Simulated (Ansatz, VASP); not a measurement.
Two plane-wave programs on SiC

```
CELL_PARAMETERS angstrom
3.07313 0.00000 0.00000
-1.53657 2.66141 0.00000
0.00000 0.00000 15.07870
ATOMIC_POSITIONS crystal
Si 0.00000 0.00000 0.12503
Si 0.00000 0.00000 0.62503
Si 0.33333 0.66667 0.29182
Si 0.66667 0.33333 0.79182
Si 0.33333 0.66667 0.95831
Si 0.66667 0.33333 0.45831
C 0.00000 0.00000 0.99969
C 0.00000 0.00000 0.49969
C 0.33333 0.66667 0.16683
C 0.66667 0.33333 0.66683
C 0.33333 0.66667 0.83332
C 0.66667 0.33333 0.33332
```

Alike in both runs: functional PBE; dispersion D3(BJ); k mesh 12 × 12 × 2; occupations gaussian, width 0.02 eV; no spin polarisation.

Ansatz relaxed the structure, and its values are those at the end. VASP's run is a single point on that final structure, the one shown.

|  | VASP | Ansatz |
| --- | --- | --- |
| version | VASP 6.6.1 | Ansatz 0.2.0 |
| potentials or method | VASP PAW PBE potentials, release 64 (Si, C), cutoff 520 eV | scalar-relativistic, plane waves, PAW |
| valence electrons in the cell | 48 | 48 |

```tsv
	VASP	Ansatz	Ansatz less VASP
gap on the k mesh at the Fermi level (eV)	2.02	2.03	+0.002
least direct gap on the mesh (eV)	3.12	3.13	+0.003
pressure (GPa)	-0.1	0.0	+0.06
```
